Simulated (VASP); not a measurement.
# InSe (C2/m) in VASP: further runs

The runs below take InSe through single point, with PBE, revPBE+D3(BJ), revPBE+D4.

Everything below comes from runs of VASP 6.6.1. Logs are shortened: lines on timing, memory, paths and dates and some standing lists are left out, and cuts for length are marked.

## 1. The cell of the first run

The structure is monoclinic, space group C2/m (No. 12). Conventional cell: a = 11.881 Å, b = 4.190 Å, c = 5.172 Å, α = 90.00°, β = 109.86°, γ = 90.00°. In (site symmetry m) has 3 Se at 2.73 to 2.74 Å and 1 In at 2.86 Å within 3.6 Å. Se (site symmetry m) has 3 In at 2.73 to 2.74 Å and 3 Se at 3.62 to 3.80 Å within 3.8 Å.

## 2. Single point, PBE (30.27 Å³/atom)

Contents of INCAR:

```
SYSTEM = InSe
PREC = Accurate
ENCUT = 520
EDIFF = 1E-6
ISMEAR = -1
SIGMA = 0.05
LREAL = .False.
LASPH = .True.
NELM = 100
ALGO = Normal
ISIF = 2
LWAVE = .False.
LCHARG = .False.
GGA = PE
NBANDS = 27
```

Contents of KPOINTS:

```
regular mesh
0
Gamma
  7 7 6
  0 0 0
```

Contents of POSCAR:

```
InSe
1.0
    5.9406648870     -2.0949464201      0.0000000000
    5.9406648870      2.0949464201      0.0000000000
   -1.7570304771      0.0000000000      4.8649274559
In Se
2 2
Direct
    0.8882032500      0.8882032500      0.0468413600
    0.1117967500      0.1117967500      0.9531586400
    0.6609275900      0.6609275900      0.6689556200
    0.3390724100      0.3390724100      0.3310443800
```

Potentials or basis: VASP PAW PBE potentials, release 64 (In_d, Se).

Run with:

```
$ cat potpaw_PBE.64/In_d/POTCAR potpaw_PBE.64/Se/POTCAR > POTCAR
$ mpirun -np 1 vasp_std > vasp.out
```

OUTCAR:

```text
SYSTEM = InSe
   PREC = Accurate
   ENCUT = 520
   EDIFF = 1E-6
   ISMEAR = -1
   LREAL = .False.
   LASPH = .True.
   NELM = 100
   ISIF = 2
   GGA = PE

 ion  position               nearest neighbor table
   1  0.888  0.888  0.047-   4 2.73   4 2.73   3 2.74   2 2.86   2 3.79   2 3.79
   2  0.112  0.112  0.953-   3 2.73   3 2.73   4 2.74   1 2.86   1 3.79   1 3.79
   3  0.661  0.661  0.669-   2 2.73   2 2.73   1 2.74
   4  0.339  0.339  0.331-   1 2.73   1 2.73   2 2.74

  LATTYP: Found a base centered monoclinic cell.
 ALAT       =    11.8813297740
 B/A-ratio  =     0.3526451096
 C/A-ratio  =     0.4353462338
 COS(beta)  =    -0.3396874117

  Lattice vectors:

 A1 = (   5.9406648870,  -2.0949464201,   0.0000000000)
 A2 = (   5.9406648870,   2.0949464201,   0.0000000000)
 A3 = (  -1.7570304771,   0.0000000000,   4.8649274559)

Analysis of symmetry for initial positions (statically):
=====================================================================
 Subroutine PRICEL returns:
 Original cell was already a primitive cell.

 Routine SETGRP: Setting up the symmetry group for a
 base centered monoclinic supercell.

 Subroutine GETGRP returns: Found  4 space group operations
 (whereof  4 operations were pure point group operations)
 out of a pool of  4 trial point group operations.

The static configuration has the point symmetry C_2h.

Analysis of symmetry for dynamics (positions and initial velocities):
=====================================================================
 Subroutine PRICEL returns:
 Original cell was already a primitive cell.

 Routine SETGRP: Setting up the symmetry group for a
 base centered monoclinic supercell.

 Subroutine GETGRP returns: Found  4 space group operations
 (whereof  4 operations were pure point group operations)
 out of a pool of  4 trial point group operations.

The dynamic configuration has the point symmetry C_2h.

 Subroutine INISYM returns: Found  4 space group operations
 (whereof  4 operations are pure point group operations),
 and found     1 'primitive' translations

----------------------------------------------------------------------------------------

                                     Primitive cell

  volume of cell :     121.0917

  direct lattice vectors                    reciprocal lattice vectors
     5.940664887 -2.094946420  0.000000000     0.084165663 -0.238669588  0.030397501
     5.940664887  2.094946420  0.000000000     0.084165663  0.238669588  0.030397501
    -1.757030477  0.000000000  4.864927456     0.000000000  0.000000000  0.205552911

  length of vectors
     6.299230096  6.299230096  5.172492170     0.254894173  0.254894173  0.205552911

  position of ions in fractional coordinates (direct lattice)
     0.888203250  0.888203250  0.046841360
     0.111796750  0.111796750  0.953158640
     0.660927590  0.660927590  0.668955620
     0.339072410  0.339072410  0.331044380

  ion indices of the primitive-cell ions
   primitive index   ion index
                 1           1
                 2           2
                 3           3
                 4           4

----------------------------------------------------------------------------------------

 KPOINTS: regular mesh

Automatic generation of k-mesh.
 Grid dimensions read from file:
 generate k-points for:    7    7    6

 Generating k-lattice:

  Cartesian coordinates                     Fractional coordinates (reciprocal lattice)
     0.012023666 -0.034095655  0.004342500     0.142857143  0.000000000 -0.000000000
     0.012023666  0.034095655  0.004342500     0.000000000  0.142857143 -0.000000000
     0.000000000  0.000000000  0.034258818     0.000000000  0.000000000  0.166666667

  Length of vectors
     0.036413453  0.036413453  0.034258818

  Shift w.r.t. Gamma in fractional coordinates (k-lattice)
     0.000000000  0.000000000  0.000000000

 Subroutine IBZKPT returns following result:
 ===========================================

 Found     88 irreducible k-points:

 Following reciprocal coordinates:
            Coordinates               Weight
  0.000000  0.000000  0.000000      1.000000
  0.142857  0.000000  0.000000      4.000000
  0.285714  0.000000  0.000000      4.000000
  0.428571  0.000000  0.000000      4.000000
  0.142857  0.142857  0.000000      2.000000
  0.285714  0.142857  0.000000      4.000000
[... 16 lines left out ...]
 -0.142857  0.000000  0.166667      4.000000
  0.142857  0.142857  0.166667      2.000000
 [... further k-points ...]
   k-points           NKPTS =     88   k-points in BZ     NKDIM =     88   number of bands    NBANDS=     27
   number of dos      NEDOS =    301   number of ions     NIONS =      4
   total plane-waves  NPLWV =  92160
   dimension x,y,z NGX =    48 NGY =   48 NGZ =   40
   dimension x,y,z NGXF=    96 NGYF=   96 NGZF=   80
   ions per type =               2   2
   NGX,Y,Z   is equivalent  to a cutoff of  12.67, 12.67, 12.86 a.u.
   NGXF,Y,Z  is equivalent  to a cutoff of  25.34, 25.34, 25.71 a.u.
 SYSTEM =  InSe
   PREC   = accura    normal or accurate (medium, high low for compatibility)
   ISTART =      0    job   : 0-new  1-cont  2-samecut
   ICHARG =      2    charge: 1-file 2-atom 10-const
   ISPIN  =      1    spin polarized calculation?
   LNONCOLLINEAR =      F non collinear calculations
   LSORBIT =      F    spin-orbit coupling
   LASPH  =      T    aspherical Exc in radial PAW
   ENCUT  =  520.0 eV  38.22 Ry    6.18 a.u.  11.71 11.71  9.62*2*pi/ulx,y,z
   NELM   =    100;   NELMIN=  2; NELMDL= -5     # of ELM steps
   EDIFF  = 0.1E-05   stopping-criterion for ELM
   LREAL  =      F    real-space projection
   EDIFFG = 0.1E-04   stopping-criterion for IOM
   NSW    =      0    number of steps for IOM
   IBRION =     -1    ionic relax: 0-MD 1-quasi-New 2-CG
   NFREE  =      0    steps in history (QN), initial steepest desc. (CG)
   ISIF   =      2    stress and relaxation
   ISYM   =      2    0-nonsym 1-usesym 2-fastsym
   POTIM  = 0.5000    time-step for ionic-motion
   TEBEG  =    0.0;   TEEND  =   0.0 temperature during run
   PSTRESS=    0.0 pullay stress
   NELECT =      38.0000    total number of electrons
   NUPDOWN=      -1.0000    fix difference up-down
   EMIN   =  10.00;   EMAX   =-10.00  energy-range for DOS
   EFERMI =   0.00;   METHOD = LEGACY
   ISMEAR =    -1;   SIGMA  =   0.05  broadening in eV -4-tet -1-fermi 0-gaus
   EFERMI_NEDOS =   21; number of points for ismear=-14 and -15
   IALGO  =     38    algorithm
   IMIX   =      4    mixing-type and parameters
     AMIX     =   0.40;   BMIX     =  1.00
     AMIX_MAG =   1.60;   BMIX_MAG =  1.00
  volume/ion in A,a.u.               =      30.27       204.29
  Fermi-wavevector in a.u.,A,eV,Ry     =   1.112495  2.102310 16.839173  1.237644
  Thomas-Fermi vector in A             =   2.249069
   LORBIT       =      0    0 simple, 1 ext, 2 COOP (PROOUT), +10 PAW based schemes
   GGA     = PE    functional components
   LHFCALC =     F    Hartree Fock is set to
   AEXX    =    0.0000 exact exchange contribution
   IVDW    =     0    specifies the selected vdW correction
   LEPSILON=     F    determine dielectric tensor
   LRPA    =     F    only Hartree local field effects (RPA)
 non-spin polarized calculation
  energy-cutoff  :      520.00
  volume of cell :      121.09
 maximum number of plane-waves:      3282
   NGX = 23   NGY = 23   NGZ = 19

 number of electron      38.0000000 magnetization

 Free energy of the ion-electron system (eV)
  ---------------------------------------------------
  ext. energy  EPLUGINS =         0.00000000
  ---------------------------------------------------
  free energy    TOTEN  =       -14.06200274 eV

  energy without entropy =      -14.06200196  energy(sigma->0) =      -14.06200235

 E-fermi :   3.8988     XC(G=0):  -8.8183

 val. band max:        3.3748234684   @ k =  -0.4286  -0.4286   0.1667
 cond. band min:       4.4087068616   @ k =   0.0000   0.0000   0.5000
 fundamental gap:      1.0338833932
 Fermi energy:         3.8988245227

 k-point     1 :       0.0000    0.0000    0.0000
  band No.  band energies     occupation
      1     -10.9925      2.00000
      2     -10.9218      2.00000
      3     -10.7618      2.00000
      4     -10.7384      2.00000
      5     -10.7090      2.00000
      6     -10.7076      2.00000
[... 19 lines left out ...]
     26       9.9466      0.00000
     27      11.5310      0.00000

 k-point     2 :       0.1429    0.0000    0.0000
  band No.  band energies     occupation
      1     -10.9884      2.00000
      2     -10.9196      2.00000
      3     -10.8068      2.00000
      4     -10.7281      2.00000
      5     -10.7221      2.00000
      6     -10.6967      2.00000
[... 19 lines left out ...]
     26       9.8256      0.00000
     27      11.8012      0.00000

 k-point     3 :       0.2857    0.0000    0.0000
  band No.  band energies     occupation
      1     -10.9840      2.00000
      2     -10.9178      2.00000
      3     -10.8694      2.00000
      4     -10.7493      2.00000
      5     -10.7105      2.00000
      6     -10.6936      2.00000
[... 19 lines left out ...]
     26      10.6353      0.00000
     27      10.9623      0.00000

 k-point     4 :       0.4286    0.0000    0.0000
  band No.  band energies     occupation
      1     -10.9934      2.00000
      2     -10.9259      2.00000
      3     -10.8820      2.00000
      4     -10.7723      2.00000
      5     -10.7073      2.00000
      6     -10.7017      2.00000
[... 19 lines left out ...]
     26      10.1689      0.00000
     27      11.5127      0.00000
[... 516 lines left out ...]
      4     -10.7508      2.00000
      5     -10.7094      2.00000
      6     -10.6927      2.00000
[... 19 lines left out ...]
     26      10.5108      0.00000
     27      10.8789      0.00000

 k-point    23 :      -0.1429    0.0000    0.1667
  band No.  band energies     occupation
      1     -10.9904      2.00000
      2     -10.9193      2.00000
      3     -10.8077      2.00000
      4     -10.7272      2.00000
      5     -10.7234      2.00000
      6     -10.6970      2.00000
[... 19 lines left out ...]
     26       9.6116      0.00000
     27      11.5655      0.00000

 k-point    24 :       0.1429    0.1429    0.1667
  band No.  band energies     occupation
      1     -10.9882      2.00000
      2     -10.9188      2.00000
      3     -10.7714      2.00000
      4     -10.7365      2.00000
      5     -10.7131      2.00000
      6     -10.7122      2.00000
[... 19 lines left out ...]
     26       9.8475      0.00000
     27      11.1466      0.00000

 [... further k-points ...]

------------------------ aborting loop because EDIFF is reached ----------------------------------------

  FORCE on cell =-STRESS in cart. coord.  units (eV):
  Direction    XX          YY          ZZ          XY          YZ          ZX
  --------------------------------------------------------------------------------------
  -------------------------------------------------------------------------------------
  Total       -1.1888975     -0.8831697     -0.5508954      0.0000000      0.0000000     -0.0232395
  in kB      -15.7304329    -11.6853150     -7.2889576      0.0000000      0.0000000     -0.3074838
  external PRESSURE =     -11.5682352 kB  Pullay stress =       0.0000000 kB

 VOLUME and BASIS-vectors are now :
 -----------------------------------------------------------------------------
  energy-cutoff  :      520.00
  volume of cell :      121.09
      direct lattice vectors                 reciprocal lattice vectors
     5.940664887 -2.094946420  0.000000000     0.084165663 -0.238669588  0.030397501
     5.940664887  2.094946420  0.000000000     0.084165663  0.238669588  0.030397501
    -1.757030477  0.000000000  4.864927456     0.000000000  0.000000000  0.205552911

 POSITION                                       TOTAL-FORCE (eV/Angst)
 -----------------------------------------------------------------------------------
     10.47073      0.00000      0.22788        -0.169858      0.000000      0.023368
     -0.34643      0.00000      4.63705         0.169858      0.000000     -0.023368
      6.67732      0.00000      3.25442        -0.007787      0.000000      0.166643
      3.44698      0.00000      1.61051         0.007787      0.000000     -0.166643
 -----------------------------------------------------------------------------------
    total drift:                               -0.000000     -0.000000      0.000000

  FREE ENERGIE OF THE ION-ELECTRON SYSTEM (eV)
  ---------------------------------------------------
  free  energy   TOTEN  =       -14.0620027391 eV

  energy  without entropy=      -14.0620019572  energy(sigma->0) =      -14.06200235
```

Wall time 2.4 min (1 thread of Intel Xeon 6975P-C (Granite Rapids), shared host); peak memory 0.46 GiB.

Results:

```
Free energy            : -14.0620 eV
Pressure               : -1.2 GPa
Largest force          : 0.171 eV/Å
Band gap on the k mesh : 1.03 eV (least direct gap 1.05 eV)
```

Forces on the atoms (eV/Å):
```
In  -0.170  0.000  0.023
In   0.170  0.000 -0.023
Se  -0.008  0.000  0.167
Se   0.008  0.000 -0.167
```

Stress tensor (GPa, compression positive):
```
-1.57  0.00 -0.03
 0.00 -1.17  0.00
-0.03  0.00 -0.73
```

Caveat: spin-orbit coupling is left out, which moves the levels of the heavy elements. A k mesh can miss the band edges.

## 3. Single point, revPBE+D3(BJ)

This run uses another cell than the first one, of 25.14 Å³/atom.

Contents of INCAR:

```
ALGO = Normal
EDIFF = 1E-6
ENCUT = 520
GGA = RE
ISIF = 2
ISMEAR = -1
IVDW = 12
LASPH = T
LCHARG = F
LREAL = F
LWAVE = F
NBANDS = 27
NELM = 80
PREC = Accurate
SIGMA = 0.05
```

Contents of KPOINTS:

```
k-points
0
Gamma
  7 7 6
```

Contents of POSCAR:

```
InSe
1.0
    5.9736430198     -2.0647601909      0.1373215765
    5.9736430198      2.0647601909      0.1373215765
   -1.6543288545      0.0000000000      4.0383609965
In Se
2 2
Direct
    0.8836189563      0.8836189563      0.0041642074
    0.1163810437      0.1163810437      0.9958357926
    0.6504844010      0.6504844010      0.6274871931
    0.3495155990      0.3495155990      0.3725128069
```

Potentials or basis: VASP PAW PBE potentials, release 64 (In_d, Se).

Run with:

```
$ cat potpaw_PBE.64/In_d/POTCAR potpaw_PBE.64/Se/POTCAR > POTCAR
$ mpirun -np 1 vasp_std > vasp.out
```

Run time: 5 min. Hardware: 1 thread of Oxide Virtual Turin-like, shared host; peak memory 0.36 GiB.

Results (log left out):

```yaml
Free_energy: -15.3507 eV
Pressure: 0.0 GPa
Largest_force: 0.013 eV/Å
Band_gap_on_the_k_mesh: 0.47 eV (least direct gap 1.12 eV)
Dispersion_energy_per_atom: -0.669 eV
```

Forces on the atoms (eV/Å):
```
In   0.008  0.000 -0.004
In  -0.008  0.000  0.004
Se   0.005  0.000 -0.012
Se  -0.005  0.000  0.012
```

Levels at points of the mesh, in eV from the valence-band top:
```csv
k point,band 15,band 16,band 17,band 18,band 19,band 20,band 21,band 22,band 23,band 24
"(0.00, 0.00, 0.00)",-3.73,-2.75,-2.57,-1.99,-1.77,2.32,3.72,4.32,5.08,5.19
"(0.00, 0.00, 0.50)",-2.02,-1.95,-1.89,-1.33,-0.23,0.89,2.59,3.15,3.34,5.05
```

Caveat: the PAW data sets were made with another functional, which shifts forces and pressure a little; spin-orbit coupling is left out, which moves the levels of the heavy elements. A k mesh can miss the band edges.

(Continued in part 2 of 2.)
